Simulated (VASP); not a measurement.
# PbS (Fm-3m) in VASP: notebook

The runs below take PbS through single point, with PBE-based screened hybrid with 20 % exact exchange, PBE-based global hybrid with 40 % exact exchange, HF.

Everything below comes from runs of VASP 6.6.1. Logs are shortened: lines on timing, memory, paths and dates and some standing lists are left out, and cuts for length are marked.

## 1. The cell of the first run

It takes space group Fm-3m (No. 225, cubic). The conventional cell has a = 5.941 Å, b = 5.941 Å, c = 5.941 Å, α = 90.00°, β = 90.00°, γ = 90.00°. Pb (site symmetry m-3m) has 6 S at 2.97 Å within 3.9 Å. Within 3.9 Å of S (site symmetry m-3m) lie 6 Pb at 2.97 Å.

## 2. Single point, PBE-based screened hybrid with 20 % exact exchange

Contents of POSCAR:

```
PbS
1.0
    0.0000000000      2.9705683225      2.9705683225
    2.9705683225      0.0000000000      2.9705683225
    2.9705683225      2.9705683225      0.0000000000
Pb S
1 1
Direct
    0.0000000000      0.0000000000      0.0000000000
    0.5000000000      0.5000000000      0.5000000000
```

Contents of INCAR.step1:

```
  PREC = Accurate
  ENCUT = 520
  EDIFF = 1E-5
  ISMEAR = 0
  SIGMA = 0.01
  LREAL = F
  LASPH = T
  NELM = 60
  ALGO = Normal
  ISIF = 2
  LWAVE = T
  LCHARG = F
  GGA = PE
  NBANDS = 17
```

Contents of INCAR.step2:

```
  PREC = Accurate
  ENCUT = 520
  EDIFF = 1E-6
  ISMEAR = 0
  SIGMA = 0.01
  LREAL = F
  LASPH = T
  NELM = 60
  ALGO = Normal
  ISIF = 2
  LWAVE = F
  LCHARG = F
  GGA = PE
  LHFCALC = T
  AEXX = 0.2
  HFSCREEN = 0.2078
  PRECFOCK = Normal
  ISTART = 1
  NBANDS = 17
```

Contents of KPOINTS:

```
Automatic mesh
0
Gamma
  4 4 4
```

Potentials or basis: VASP PAW PBE potentials, release 64 (Pb_d, S).

Command:

```bash
> cat potpaw_PBE.64/Pb_d/POTCAR potpaw_PBE.64/S/POTCAR > POTCAR
> cp INCAR.step1 INCAR
> mpirun -np 1 vasp_std > vasp.out
> cp INCAR.step2 INCAR
> mpirun -np 1 vasp_std > vasp.out
```

OUTCAR:

```text
PREC = Accurate
   ENCUT = 520
   EDIFF = 1E-6
   ISMEAR = 0
   LREAL = F
   LASPH = T
   NELM = 60
   ISIF = 2
   GGA = PE
   LHFCALC = T
   AEXX = 0.2
   HFSCREEN = 0.2078
   PRECFOCK = Normal
   ISTART = 1

 ion  position               nearest neighbor table
   1  0.000  0.000  0.000-   2 2.97   2 2.97   2 2.97   2 2.97   2 2.97   2 2.97
   2  0.500  0.500  0.500-   1 2.97   1 2.97   1 2.97   1 2.97   1 2.97   1 2.97

  LATTYP: Found a face centered cubic cell.
 ALAT       =     5.9411366450

  Lattice vectors:

 A1 = (   0.0000000000,   2.9705683225,   2.9705683225)
 A2 = (   2.9705683225,   0.0000000000,   2.9705683225)
 A3 = (   2.9705683225,   2.9705683225,   0.0000000000)

Analysis of symmetry for initial positions (statically):
=====================================================================
 Subroutine PRICEL returns:
 Original cell was already a primitive cell.

 Routine SETGRP: Setting up the symmetry group for a
 face centered cubic supercell.

 Subroutine GETGRP returns: Found 48 space group operations
 (whereof 48 operations were pure point group operations)
 out of a pool of 48 trial point group operations.

The static configuration has the point symmetry O_h .

Analysis of symmetry for dynamics (positions and initial velocities):
=====================================================================
 Subroutine PRICEL returns:
 Original cell was already a primitive cell.

 Routine SETGRP: Setting up the symmetry group for a
 face centered cubic supercell.

 Subroutine GETGRP returns: Found 48 space group operations
 (whereof 48 operations were pure point group operations)
 out of a pool of 48 trial point group operations.

The dynamic configuration has the point symmetry O_h .

 Subroutine INISYM returns: Found 48 space group operations
 (whereof 48 operations are pure point group operations),
 and found     1 'primitive' translations

----------------------------------------------------------------------------------------

                                     Primitive cell

  volume of cell :      52.4262

  direct lattice vectors                    reciprocal lattice vectors
     0.000000000  2.970568323  2.970568323    -0.168317960  0.168317960  0.168317960
     2.970568323  0.000000000  2.970568323     0.168317960 -0.168317960  0.168317960
     2.970568323  2.970568323  0.000000000     0.168317960  0.168317960 -0.168317960

  length of vectors
     4.201018010  4.201018010  4.201018010     0.291535258  0.291535258  0.291535258

  position of ions in fractional coordinates (direct lattice)
     0.000000000  0.000000000  0.000000000
     0.500000000  0.500000000  0.500000000

  ion indices of the primitive-cell ions
   primitive index   ion index
                 1           1
                 2           2

----------------------------------------------------------------------------------------

 KPOINTS: Automatic mesh

Automatic generation of k-mesh.
 Grid dimensions read from file:
 generate k-points for:    4    4    4

 Generating k-lattice:

  Cartesian coordinates                     Fractional coordinates (reciprocal lattice)
    -0.042079490  0.042079490  0.042079490     0.250000000  0.000000000  0.000000000
     0.042079490 -0.042079490  0.042079490     0.000000000  0.250000000  0.000000000
     0.042079490  0.042079490 -0.042079490     0.000000000  0.000000000  0.250000000

  Length of vectors
     0.072883815  0.072883815  0.072883815

  Shift w.r.t. Gamma in fractional coordinates (k-lattice)
     0.000000000  0.000000000  0.000000000

 Subroutine IBZKPT returns following result:
 ===========================================

 Found      8 irreducible k-points:

 Following reciprocal coordinates:
            Coordinates               Weight
  0.000000  0.000000  0.000000      1.000000
  0.250000  0.000000  0.000000      8.000000
  0.500000  0.000000  0.000000      4.000000
  0.250000  0.250000  0.000000      6.000000
  0.500000  0.250000  0.000000     24.000000
 -0.250000  0.250000  0.000000     12.000000
  0.500000  0.500000  0.000000      3.000000
 -0.250000  0.500000  0.250000      6.000000
   k-points           NKPTS =      8   k-points in BZ     NKDIM =     64   number of bands    NBANDS=     17
   number of dos      NEDOS =    301   number of ions     NIONS =      2
   total plane-waves  NPLWV =  32768
   dimension x,y,z NGX =    32 NGY =   32 NGZ =   32
   dimension x,y,z NGXF=    64 NGYF=   64 NGZF=   64
   ions per type =               1   1
   NGX,Y,Z   is equivalent  to a cutoff of  12.66, 12.66, 12.66 a.u.
   NGXF,Y,Z  is equivalent  to a cutoff of  25.33, 25.33, 25.33 a.u.
 SYSTEM =  unknown system
   PREC   = accura    normal or accurate (medium, high low for compatibility)
   ISTART =      1    job   : 0-new  1-cont  2-samecut
   ICHARG =      0    charge: 1-file 2-atom 10-const
   ISPIN  =      1    spin polarized calculation?
   LNONCOLLINEAR =      F non collinear calculations
   LSORBIT =      F    spin-orbit coupling
   LASPH  =      T    aspherical Exc in radial PAW
   ENCUT  =  520.0 eV  38.22 Ry    6.18 a.u.   7.81  7.81  7.81*2*pi/ulx,y,z
   NELM   =     60;   NELMIN=  2; NELMDL=  0     # of ELM steps
   EDIFF  = 0.1E-05   stopping-criterion for ELM
   LREAL  =      F    real-space projection
   EDIFFG = 0.1E-04   stopping-criterion for IOM
   NSW    =      0    number of steps for IOM
   IBRION =     -1    ionic relax: 0-MD 1-quasi-New 2-CG
   NFREE  =      0    steps in history (QN), initial steepest desc. (CG)
   ISIF   =      2    stress and relaxation
   ISYM   =      3    0-nonsym 1-usesym 2-fastsym
   POTIM  = 0.5000    time-step for ionic-motion
   TEBEG  =    0.0;   TEEND  =   0.0 temperature during run
   PSTRESS=    0.0 pullay stress
   NELECT =      20.0000    total number of electrons
   NUPDOWN=      -1.0000    fix difference up-down
   EMIN   =  10.00;   EMAX   =-10.00  energy-range for DOS
   EFERMI =   0.00;   METHOD = LEGACY
   ISMEAR =     0;   SIGMA  =   0.01  broadening in eV -4-tet -1-fermi 0-gaus
   EFERMI_NEDOS =   21; number of points for ismear=-14 and -15
   IALGO  =     38    algorithm
   IMIX   =      1    mixing-type and parameters
     AMIX     =   0.40;   BMIX     =  1.00
     AMIX_MAG =   1.60;   BMIX_MAG =  1.00
  volume/ion in A,a.u.               =      26.21       176.89
  Fermi-wavevector in a.u.,A,eV,Ry     =   1.187322  2.243714 19.180598  1.409734
  Thomas-Fermi vector in A             =   2.323476
   LORBIT       =      0    0 simple, 1 ext, 2 COOP (PROOUT), +10 PAW based schemes
   GGA     = PE    functional components
   LHFCALC =     T    Hartree Fock is set to
   PRECFOCK=normal    Normal, Fast or Accurate (Low or Medium for compatibility)
   ENCUT4O =  -1.0   cutoff for four orbital integrals eV
   NKREDX  =     1    reduce k-point grid by
   NKREDY  =     1    reduce k-point grid by
   NKREDZ  =     1    reduce k-point grid by
   AEXX    =    0.2000 exact exchange contribution
   HFSCREEN=    0.2078 screening length (either q_TF or 0.3 A-1)
   HFSCREENC=   0.2078 screening length for correlation (either q_TF or 0.3 A-1)
   ENCUTFOCK=  -1.0 apply spherical cutoff to Coloumb kernel
   IVDW    =     0    specifies the selected vdW correction
   LEPSILON=     F    determine dielectric tensor
   LRPA    =     F    only Hartree local field effects (RPA)
 non-spin polarized calculation
 Gauss-broadening in eV      SIGMA  =   0.01
  energy-cutoff  :      520.00
  volume of cell :       52.43
 maximum number of plane-waves:      1428
  NGX = 24; NGY = 24; NGZ = 24

 number of electron      19.9999999 magnetization

 Free energy of the ion-electron system (eV)
  ---------------------------------------------------
  ext. energy  EPLUGINS =         0.00000000
  ---------------------------------------------------
  free energy    TOTEN  =       -10.05475522 eV

  energy without entropy =      -10.05475522  energy(sigma->0) =      -10.05475522

 E-fermi :   5.5998     XC(G=0):  -8.3542

 val. band max:        5.5272692139   @ k =   0.5000   0.0000   0.0000
 cond. band min:       6.2551741729   @ k =   0.5000   0.0000   0.0000
 fundamental gap:      0.7279049590
 Fermi energy:         5.5997559144

 k-point     1 :       0.0000    0.0000    0.0000
  band No.  band energies     occupation
      1     -12.6963      2.00000
      2     -12.6963      2.00000
      3     -12.6963      2.00000
      4     -12.6896      2.00000
      5     -12.6896      2.00000
      6      -9.2598      2.00000
[... 9 lines left out ...]
     16      12.8286      0.00000
     17      14.7458      0.00000

 k-point     2 :       0.2500    0.0000    0.0000
  band No.  band energies     occupation
      1     -12.7080      2.00000
      2     -12.7080      2.00000
      3     -12.6946      2.00000
      4     -12.6729      2.00000
      5     -12.6729      2.00000
      6      -8.7323      2.00000
[... 9 lines left out ...]
     16      14.1189      0.00000
     17      18.1127      0.00000

 k-point     3 :       0.5000    0.0000    0.0000
  band No.  band energies     occupation
      1     -12.7248      2.00000
      2     -12.7248      2.00000
      3     -12.6940      2.00000
      4     -12.6508      2.00000
      5     -12.6508      2.00000
      6      -7.9709      2.00000
[... 9 lines left out ...]
     16      16.4404      0.00000
     17      16.8333      0.00000

 k-point     4 :       0.2500    0.2500    0.0000
  band No.  band energies     occupation
      1     -12.7533      2.00000
      2     -12.7087      2.00000
      3     -12.6771      2.00000
      4     -12.6675      2.00000
      5     -12.6675      2.00000
      6      -8.5310      2.00000
[... 9 lines left out ...]
     16      16.2751      0.00000
     17      16.2780      0.00000

 k-point     5 :       0.5000    0.2500    0.0000
  band No.  band energies     occupation
      1     -12.7862      2.00000
      2     -12.6981      2.00000
      3     -12.6929      2.00000
      4     -12.6589      2.00000
      5     -12.6459      2.00000
      6      -7.7553      2.00000
[... 9 lines left out ...]
     16      17.0794      0.00000
     17      17.7528      0.00000

 k-point     6 :      -0.2500    0.2500    0.0000
  band No.  band energies     occupation
      1     -12.7413      2.00000
      2     -12.7101      2.00000
      3     -12.6827      2.00000
      4     -12.6672      2.00000
      5     -12.6651      2.00000
      6      -8.0313      2.00000
[... 9 lines left out ...]
     16      16.0923      0.00000
     17      16.9970      0.00000

 k-point     7 :       0.5000    0.5000    0.0000
  band No.  band energies     occupation
      1     -12.8549      2.00000
      2     -12.7212      2.00000
      3     -12.6646      2.00000
      4     -12.6369      2.00000
      5     -12.6369      2.00000
      6      -7.5021      2.00000
[... 9 lines left out ...]
     16      18.6764      0.00000
     17      18.6780      0.00000

 k-point     8 :      -0.2500    0.5000    0.2500
  band No.  band energies     occupation
      1     -12.8081      2.00000
      2     -12.6913      2.00000
      3     -12.6804      2.00000
      4     -12.6804      2.00000
      5     -12.6369      2.00000
      6      -7.4691      2.00000
[... 9 lines left out ...]
     16      18.3452      0.00000
     17      18.6688      0.00000

------------------------ aborting loop because EDIFF is reached ----------------------------------------

  FORCE on cell =-STRESS in cart. coord.  units (eV):
  Direction    XX          YY          ZZ          XY          YZ          ZX
  --------------------------------------------------------------------------------------
  -------------------------------------------------------------------------------------
  Total        0.3334452      0.3334452      0.3334452      0.0000000      0.0000000     -0.0000000
  in kB       10.1902867     10.1902867     10.1902867      0.0000000      0.0000000     -0.0000000
  external PRESSURE =      10.1902867 kB  Pullay stress =       0.0000000 kB

 VOLUME and BASIS-vectors are now :
 -----------------------------------------------------------------------------
  energy-cutoff  :      520.00
  volume of cell :       52.43
      direct lattice vectors                 reciprocal lattice vectors
     0.000000000  2.970568323  2.970568323    -0.168317960  0.168317960  0.168317960
     2.970568323  0.000000000  2.970568323     0.168317960 -0.168317960  0.168317960
     2.970568323  2.970568323  0.000000000     0.168317960  0.168317960 -0.168317960

 POSITION                                       TOTAL-FORCE (eV/Angst)
 -----------------------------------------------------------------------------------
      0.00000      0.00000      0.00000         0.000000     -0.000000      0.000000
      2.97057      2.97057      2.97057        -0.000000      0.000000      0.000000
 -----------------------------------------------------------------------------------
    total drift:                                0.000001      0.000001      0.000001

  FREE ENERGIE OF THE ION-ELECTRON SYSTEM (eV)
  ---------------------------------------------------
  free  energy   TOTEN  =       -10.0547552203 eV

  energy  without entropy=      -10.0547552203  energy(sigma->0) =      -10.05475522
```

Run time: 6.2 min. Hardware: 1 thread of Intel Xeon Platinum 8259CL at 2.50GHz (Skylake/Cascade Lake), shared host; peak memory 0.28 GiB.

What came out:

```
Free energy            : -10.0548 eV
Pressure               : 1.0 GPa
Band gap on the k mesh : 0.73 eV
```

Caveat: the k points lie up to 0.46 Å⁻¹ apart; the PAW data sets were made with another functional, which shifts forces and pressure a little; spin-orbit coupling is left out, which moves the levels of the heavy elements.

## 3. Single point, PBE-based global hybrid with 40 % exact exchange

POSCAR is that of step 2.

Contents of INCAR.step1:

```
SYSTEM = PbS
ALGO = Normal
EDIFF = 1E-5
ENCUT = 520
GGA = PE
ISIF = 2
ISMEAR = 0
LASPH = .TRUE.
LCHARG = .FALSE.
LREAL = .FALSE.
LWAVE = .TRUE.
NBANDS = 17
NELM = 60
PREC = Accurate
SIGMA = 0.01
```

Contents of INCAR.step2:

```
SYSTEM = PbS
AEXX = 0.4
ALGO = Normal
EDIFF = 1E-6
ENCUT = 520
GGA = PE
ISIF = 2
ISMEAR = 0
ISTART = 1
LASPH = .TRUE.
LCHARG = .FALSE.
LHFCALC = .TRUE.
LREAL = .FALSE.
LWAVE = .FALSE.
NBANDS = 17
NELM = 60
PREC = Accurate
PRECFOCK = Normal
SIGMA = 0.01
```

Contents of KPOINTS:

```
k-points
0
G
  4 4 4
  0 0 0
```

Potentials or basis: VASP PAW PBE potentials, release 64 (Pb_d, S).

Command:

```bash
> cat potpaw_PBE.64/Pb_d/POTCAR potpaw_PBE.64/S/POTCAR > POTCAR
> cp INCAR.step1 INCAR
> mpirun -np 1 vasp_std > vasp.out
> cp INCAR.step2 INCAR
> mpirun -np 1 vasp_std > vasp.out
```

Wall time 7.5 min (1 thread of Intel Xeon Platinum 8259CL at 2.50GHz (Skylake/Cascade Lake), shared host); peak memory 0.19 GiB.

The run converged. Its results:

```yaml
Free_energy: -13.1332 eV
Pressure: 0.0 GPa
Band_gap_on_the_k_mesh: 2.21 eV
```

Levels at points of the mesh, in eV from the valence-band top:
```
           k point  band 8  band 9  band 10  band 11  band 12  band 13
(0.00, 0.00, 0.00)   -2.81   -2.81    -2.81     7.73     7.73     7.73
(0.50, 0.00, 0.00)   -2.38   -2.38     0.00     2.21     3.96     3.96
(0.50, 0.50, 0.00)   -6.33   -4.27    -4.27     5.81     8.19     8.30
```

Caveat: the k points lie up to 0.46 Å⁻¹ apart; the PAW data sets were made with another functional, which shifts forces and pressure a little; spin-orbit coupling is left out, which moves the levels of the heavy elements. A k mesh can miss the band edges.

## 4. Single point, HF

POSCAR is that of step 3.

Contents of INCAR.step1:

```
PREC = Accurate
ENCUT = 520
EDIFF = 1E-5
ISMEAR = 0
SIGMA = 0.01
LREAL = F
LASPH = T
NELM = 100
ALGO = Normal
ISIF = 2
LWAVE = T
LCHARG = F
NBANDS = 17
GGA = PE
```

Contents of INCAR.step2:

```
PREC = Accurate
ENCUT = 520
EDIFF = 1E-7
ISMEAR = 0
SIGMA = 0.01
LREAL = F
LASPH = T
NELM = 100
ALGO = Normal
ISIF = 2
LWAVE = F
LCHARG = F
GGA = PE
LHFCALC = T
AEXX = 1.0
ALDAC = 0.0
AGGAC = 0.0
PRECFOCK = Normal
NBANDS = 17
ISTART = 1
```

Contents of KPOINTS:

```
Automatic mesh
0
Gamma
  4 4 4
```

Command:

```bash
> cat potpaw_PBE.64/Pb_d/POTCAR potpaw_PBE.64/S/POTCAR > POTCAR
> cp INCAR.step1 INCAR
> mpirun -np 1 vasp_std > vasp.out
> cp INCAR.step2 INCAR
> mpirun -np 1 vasp_std > vasp.out
```

Wall time 13 min (1 thread of Intel Xeon Platinum 8259CL at 2.50GHz (Skylake/Cascade Lake), shared host); peak memory 0.19 GiB.

It converged, with:

| Property | Result |
| --- | --- |
| Free energy | -17.7332 eV |
| Pressure | 7.1 GPa |
| Band gap on the k mesh | 5.53 eV |

Levels at points of the mesh, in eV from the valence-band top:
```
           k point  band 6  band 7  band 8  band 9  band 10  band 11  band 12  band 13  band 14  band 15
(0.00, 0.00, 0.00)  -19.78   -7.42   -3.76   -3.76    -3.76    11.73    11.73    11.73    12.84    12.84
(0.50, 0.00, 0.00)  -18.29  -12.08   -3.33   -3.33     0.00     5.52     7.32     7.32    15.26    17.26
(0.50, 0.50, 0.00)  -17.65   -9.15   -7.78   -5.43    -5.43     9.28    12.35    12.43    12.43    18.55
```

Caveat: the k points lie up to 0.46 Å⁻¹ apart; the PAW data sets were made with another functional, which shifts forces and pressure a little; spin-orbit coupling is left out, which moves the levels of the heavy elements. A k mesh can miss the band edges.

## 5. The runs side by side

| level | share of exact exchange | screening parameter | gap on the mesh (eV) | pressure (GPa) |
| --- | --- | --- | --- | --- |
| PBE-based screened hybrid with 20 % exact exchange | 0.2 | 0.2078 1/Å | 0.73 | 1.0 |
| PBE-based global hybrid with 40 % exact exchange | 0.4 | - | 2.21 | 0.0 |
| HF | 1 | - | 5.53 | 7.1 |

Alike in all rows: task single point; potentials or basis VASP PAW PBE potentials, release 64 (Pb_d, S); no spin polarisation; cell as given; k mesh 4 × 4 × 4; cutoff (eV) 520; smearing gaussian 0.01 eV.

Caveats: all runs use coarse meshes; the PAW data sets were made with another functional, which shifts forces and pressure a little; spin-orbit coupling is left out, which moves the levels of the heavy elements.

Total energies depend on the potentials used, so only differences within one code and one set of settings carry meaning.
